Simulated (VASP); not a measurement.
# B4C3 (P6_3/m) in VASP: a series of runs, part 3 of 3

VASP 6.6.1. The steps go on from the part before.

**6. Single point, PBE**

This run uses another cell than the first one, of 7.88 Å³/atom.

Input file INCAR:

```
PREC = Accurate
ENCUT = 520
EDIFF = 1E-6
ISMEAR = 0
SIGMA = 0.02
LREAL = F
LASPH = T
NELM = 60
ALGO = Normal
ISIF = 2
LWAVE = F
LCHARG = T
GGA = PE
LELF = T
LVHAR = T
NBANDS = 37
```

Input file KPOINTS:

```
Automatic mesh
0
Gamma
  6 6 10
```

Input file POSCAR:

```
B4C3
1.0
    6.8271901178      0.0000000000      0.0000000000
   -3.4135950589      5.9125200785      0.0000000000
    0.0000000000      0.0000000000      2.7333796457
B C
8 6
Direct
    0.6666666667      0.3333333333      0.7500000000
    0.3333333333      0.6666666667      0.2500000000
    0.6751239654      0.9822766285      0.7500000000
    0.6928473370      0.6751239654      0.2500000000
    0.9822766285      0.3071526630      0.2500000000
    0.0177233715      0.6928473370      0.7500000000
    0.3248760346      0.0177233715      0.2500000000
    0.3071526630      0.3248760346      0.7500000000
    0.8487562002      0.2496054662      0.7500000000
    0.5991507341      0.8487562002      0.2500000000
    0.2496054662      0.4008492659      0.2500000000
    0.7503945338      0.5991507341      0.7500000000
    0.4008492659      0.1512437998      0.7500000000
    0.1512437998      0.7503945338      0.2500000000
```

Potentials or basis: VASP PAW PBE potentials, release 64 (B, C).

The run is started by

```
> cat potpaw_PBE.64/B/POTCAR potpaw_PBE.64/C/POTCAR > POTCAR
> mpirun -np 1 vasp_std > vasp.out
```

OUTCAR:

```text
PREC = Accurate
   ENCUT = 520
   EDIFF = 1E-6
   ISMEAR = 0
   LREAL = F
   LASPH = T
   NELM = 60
   ISIF = 2
   GGA = PE

 ion  position               nearest neighbor table
   1  0.667  0.333  0.750-   9 1.61  13 1.61  12 1.61
   2  0.333  0.667  0.250-  14 1.61  10 1.61  11 1.61
   3  0.675  0.982  0.750-  10 1.58  10 1.58   9 1.60
   4  0.693  0.675  0.250-  12 1.58  12 1.58  10 1.60
   5  0.982  0.307  0.250-   9 1.58   9 1.58  11 1.60
   6  0.018  0.693  0.750-  14 1.58  14 1.58  12 1.60
   7  0.325  0.018  0.250-  13 1.58  13 1.58  14 1.60
   8  0.307  0.325  0.750-  11 1.58  11 1.58  13 1.60
   9  0.849  0.250  0.750-   5 1.58   5 1.58   3 1.60   1 1.61
  10  0.599  0.849  0.250-   3 1.58   3 1.58   4 1.60   2 1.61
  11  0.250  0.401  0.250-   8 1.58   8 1.58   5 1.60   2 1.61
  12  0.750  0.599  0.750-   4 1.58   4 1.58   6 1.60   1 1.61
  13  0.401  0.151  0.750-   7 1.58   7 1.58   8 1.60   1 1.61
  14  0.151  0.750  0.250-   6 1.58   6 1.58   7 1.60   2 1.61

  LATTYP: Found a hexagonal cell.
 ALAT       =     6.8271901178
 C/A-ratio  =     0.4003667100

  Lattice vectors:

 A1 = (   6.8271901178,   0.0000000000,   0.0000000000)
 A2 = (  -3.4135950589,   5.9125200785,   0.0000000000)
 A3 = (   0.0000000000,   0.0000000000,   2.7333796457)

Analysis of symmetry for initial positions (statically):
=====================================================================
 Subroutine PRICEL returns:
 Original cell was already a primitive cell.

 Routine SETGRP: Setting up the symmetry group for a
 hexagonal supercell.

 Subroutine GETGRP returns: Found 12 space group operations
 (whereof  6 operations were pure point group operations)
 out of a pool of 24 trial point group operations.

The static configuration has the point symmetry S_6 .
 The point group associated with its full space group is C_6h.

Analysis of symmetry for dynamics (positions and initial velocities):
=====================================================================
 Subroutine PRICEL returns:
 Original cell was already a primitive cell.

 Routine SETGRP: Setting up the symmetry group for a
 hexagonal supercell.

 Subroutine GETGRP returns: Found 12 space group operations
 (whereof  6 operations were pure point group operations)
 out of a pool of 24 trial point group operations.

The dynamic configuration has the point symmetry S_6 .
 The point group associated with its full space group is C_6h.

 Subroutine INISYM returns: Found 12 space group operations
 (whereof  6 operations are pure point group operations),
 and found     1 'primitive' translations

----------------------------------------------------------------------------------------

                                     Primitive cell

  volume of cell :     110.3353

  direct lattice vectors                    reciprocal lattice vectors
[... 91 lines left out ...]
  0.333333  0.333333  0.200000      4.000000
 [... further k-points ...]
   k-points           NKPTS =     48   k-points in BZ     NKDIM =     48   number of bands    NBANDS=     37
   number of dos      NEDOS =    301   number of ions     NIONS =     14
   total plane-waves  NPLWV =  58320
   dimension x,y,z NGX =    54 NGY =   54 NGZ =   20
   dimension x,y,z NGXF=   108 NGYF=  108 NGZF=   40
   ions per type =               8   6
   NGX,Y,Z   is equivalent  to a cutoff of  13.15, 13.15, 12.16 a.u.
   NGXF,Y,Z  is equivalent  to a cutoff of  26.30, 26.30, 24.33 a.u.
 SYSTEM =  unknown system
   PREC   = accura    normal or accurate (medium, high low for compatibility)
   ISTART =      0    job   : 0-new  1-cont  2-samecut
   ICHARG =      2    charge: 1-file 2-atom 10-const
   ISPIN  =      1    spin polarized calculation?
   LNONCOLLINEAR =      F non collinear calculations
   LSORBIT =      F    spin-orbit coupling
   LASPH  =      T    aspherical Exc in radial PAW
   ENCUT  =  520.0 eV  38.22 Ry    6.18 a.u.  12.69 12.69  5.08*2*pi/ulx,y,z
   NELM   =     60;   NELMIN=  2; NELMDL= -5     # of ELM steps
   EDIFF  = 0.1E-05   stopping-criterion for ELM
   LREAL  =      F    real-space projection
   EDIFFG = 0.1E-04   stopping-criterion for IOM
   NSW    =      0    number of steps for IOM
   IBRION =     -1    ionic relax: 0-MD 1-quasi-New 2-CG
   NFREE  =      0    steps in history (QN), initial steepest desc. (CG)
   ISIF   =      2    stress and relaxation
   ISYM   =      2    0-nonsym 1-usesym 2-fastsym
   POTIM  = 0.5000    time-step for ionic-motion
   TEBEG  =    0.0;   TEEND  =   0.0 temperature during run
   PSTRESS=    0.0 pullay stress
   NELECT =      48.0000    total number of electrons
   NUPDOWN=      -1.0000    fix difference up-down
   EMIN   =  10.00;   EMAX   =-10.00  energy-range for DOS
   EFERMI =   0.00;   METHOD = LEGACY
   ISMEAR =     0;   SIGMA  =   0.02  broadening in eV -4-tet -1-fermi 0-gaus
   EFERMI_NEDOS =   21; number of points for ismear=-14 and -15
   IALGO  =     38    algorithm
   IMIX   =      4    mixing-type and parameters
     AMIX     =   0.40;   BMIX     =  1.00
     AMIX_MAG =   1.60;   BMIX_MAG =  1.00
  volume/ion in A,a.u.               =       7.88        53.18
  Fermi-wavevector in a.u.,A,eV,Ry     =   1.240463  2.344135 20.935934  1.538748
  Thomas-Fermi vector in A             =   2.374902
   LORBIT       =      0    0 simple, 1 ext, 2 COOP (PROOUT), +10 PAW based schemes
   GGA     = PE    functional components
   LHFCALC =     F    Hartree Fock is set to
   AEXX    =    0.0000 exact exchange contribution
   IVDW    =     0    specifies the selected vdW correction
   LEPSILON=     F    determine dielectric tensor
   LRPA    =     F    only Hartree local field effects (RPA)
 non-spin polarized calculation
 Gauss-broadening in eV      SIGMA  =   0.02
  energy-cutoff  :      520.00
  volume of cell :      110.34
 maximum number of plane-waves:      2996
 NGX is ok and might be reduce to    54
   NGX = 25   NGY = 25   NGZ = 11

 number of electron      48.0000004 magnetization

 Free energy of the ion-electron system (eV)
  ---------------------------------------------------
  ext. energy  EPLUGINS =         0.00000000
  ---------------------------------------------------
  free energy    TOTEN  =      -107.16621071 eV

  energy without entropy =     -107.16621071  energy(sigma->0) =     -107.16621071

 E-fermi :   5.0862     XC(G=0): -11.1144

 val. band max:        4.9389880778   @ k =   0.3333   0.3333   0.0000
 cond. band min:       5.6293945897   @ k =   0.0000   0.0000   0.4000
 fundamental gap:      0.6904065118
 Fermi energy:         5.0861673866

 k-point     1 :       0.0000    0.0000    0.0000
  band No.  band energies     occupation
      1     -10.9414      2.00000
      2      -8.5949      2.00000
      3      -8.5949      2.00000
      4      -8.2656      2.00000
      5      -8.0114      2.00000
      6      -8.0114      2.00000
[... 925 lines left out ...]
     35      14.7114      0.00000
     36      14.7114      0.00000

 [... further k-points ...]

 [bands above 36 left out]

------------------------ aborting loop because EDIFF is reached ----------------------------------------

  FORCE on cell =-STRESS in cart. coord.  units (eV):
  Direction    XX          YY          ZZ          XY          YZ          ZX
  --------------------------------------------------------------------------------------
  -------------------------------------------------------------------------------------
  Total        0.1021152      0.1021152      0.1561528      0.0000204      0.0000000      0.0000000
  in kB        1.4828129      1.4828129      2.2674916      0.0002956      0.0000000      0.0000000
  external PRESSURE =       1.7443725 kB  Pullay stress =       0.0000000 kB

 VOLUME and BASIS-vectors are now :
 -----------------------------------------------------------------------------
  energy-cutoff  :      520.00
  volume of cell :      110.34
      direct lattice vectors                 reciprocal lattice vectors
     6.827190118  0.000000000  0.000000000     0.146473144  0.084566309  0.000000000
    -3.413595059  5.912520079  0.000000000     0.000000000  0.169132618  0.000000000
     0.000000000  0.000000000  2.733379646     0.000000000  0.000000000  0.365847460

 POSITION                                       TOTAL-FORCE (eV/Angst)
 -----------------------------------------------------------------------------------
      3.41360      1.97084      2.05003        -0.000000      0.000000      0.000000
     -0.00000      3.94168      0.68334        -0.000000      0.000000     -0.000000
      1.25611      5.80773      2.05003        -0.000739      0.005113      0.000000
      2.42560      3.99168      0.68334        -0.004798      0.001916      0.000000
      5.65769      1.81605      0.68334         0.004059      0.003197     -0.000000
     -2.24410      4.09647      2.05003        -0.004059     -0.003197     -0.000000
      2.15749      0.10479      0.68334         0.000739     -0.005113      0.000000
      0.98799      1.92084      2.05003         0.004798     -0.001916      0.000000
      4.94257      1.47580      2.05003        -0.000212      0.000590     -0.000000
      1.19321      5.01829      0.68334        -0.000617      0.000112      0.000000
      0.33577      2.37003      0.68334         0.000405      0.000479     -0.000000
      3.07783      3.54249      2.05003        -0.000405     -0.000479      0.000000
      2.22039      0.89423      2.05003         0.000617     -0.000112      0.000000
     -1.52897      4.43672      0.68334         0.000212     -0.000590     -0.000000
 -----------------------------------------------------------------------------------
    total drift:                                0.000000     -0.000000      0.000000

  FREE ENERGIE OF THE ION-ELECTRON SYSTEM (eV)
  ---------------------------------------------------
  free  energy   TOTEN  =      -107.1662107065 eV

  energy  without entropy=     -107.1662107065  energy(sigma->0) =     -107.16621071
```

Run time: 95 s. Hardware: 1 thread of Intel Xeon 6975P-C (Granite Rapids), shared host; peak memory 0.3 GiB.

What came out:

```
Free energy            : -107.1662 eV
Pressure               : 0.2 GPa
Largest force          : 0.005 eV/Å
Band gap on the k mesh : 0.69 eV (least direct gap 2.24 eV)
```

Forces on the atoms (eV/Å):
```
B    0.000  0.000  0.000
B    0.000  0.000  0.000
B   -0.001  0.005  0.000
B   -0.005  0.002  0.000
B    0.004  0.003  0.000
B   -0.004 -0.003  0.000
B    0.001 -0.005  0.000
B    0.005 -0.002  0.000
C    0.000  0.001  0.000
C   -0.001  0.000  0.000
C    0.000  0.000  0.000
C    0.000  0.000  0.000
C    0.001  0.000  0.000
C    0.000 -0.001  0.000
```

Stress tensor (GPa, compression positive):
```
0.15 0.00 0.00
0.00 0.15 0.00
0.00 0.00 0.23
```

Levels at points of the mesh, in eV from the valence-band top:
| k point | band 22 | band 23 | band 24 | band 25 | band 26 | band 27 |
| --- | --- | --- | --- | --- | --- | --- |
| (0.00, 0.00, 0.00) | -1.06 | -1.06 | -0.61 | 2.37 | 5.37 | 5.37 |
| (0.50, 0.00, 0.00) | -0.77 | -0.29 | -0.08 | 2.87 | 3.32 | 4.47 |
| (0.00, 0.00, 0.50) | -2.18 | -2.18 | -2.18 | 0.99 | 0.99 | 3.09 |
| (0.50, 0.00, 0.50) | -2.28 | -1.90 | -1.90 | 0.96 | 0.96 | 2.92 |

**7. Summary**

| task | spin | cell | k mesh | cutoff (eV) | smearing | gap on the mesh (eV) | pressure (GPa) | largest force (eV/Å) |
| --- | --- | --- | --- | --- | --- | --- | --- | --- |
| single point | off | a = 6.848, b = 6.848, c = 2.623 Å, angles 90.0, 90.0, 120.0°, 14 atoms, atomic positions A | 3 × 3 × 6 | 520 | gaussian 0.1 eV | - | 14.7 | 1.45 |
| single point | off | a = 6.827, b = 6.827, c = 2.733 Å, angles 90.0, 90.0, 120.0°, 14 atoms, atomic positions B | 3 × 3 × 6 | 520 | gaussian 0.1 eV | 0.94 | 0.2 | - |
| relaxation of cell and atoms | off | relaxed from a = 6.848, b = 6.848, c = 2.623 Å, angles 90.0, 90.0, 120.0°, 14 atoms, atomic positions A | 3 × 3 × 6 | 600 | gaussian 0.1 eV | 0.94 | 0.1 | 0.03 |
| single point | collinear | a = 6.848, b = 6.848, c = 2.623 Å, angles 90.0, 90.0, 120.0°, 14 atoms, atomic positions A | 3 × 3 × 6 | 520 | gaussian 0.1 eV | - | 14.7 | 1.45 |
| single point | off | a = 6.827, b = 6.827, c = 2.733 Å, angles 90.0, 90.0, 120.0°, 14 atoms, atomic positions B | 6 × 6 × 10 | 520 | gaussian 0.02 eV | 0.69 | 0.2 | 0.01 |

Alike in all rows: level PBE; potentials or basis VASP PAW PBE potentials, release 64 (B, C).

Caveats: some runs use coarse meshes; forces of over 1 eV/Å act on the atoms, so gaps and moduli don't describe the material at rest (at least some runs); an odd mesh through Γ misses points on the zone boundary, where band edges can lie (at least some runs).

Total energies depend on the potentials used, so only differences within one code and one set of settings carry meaning.
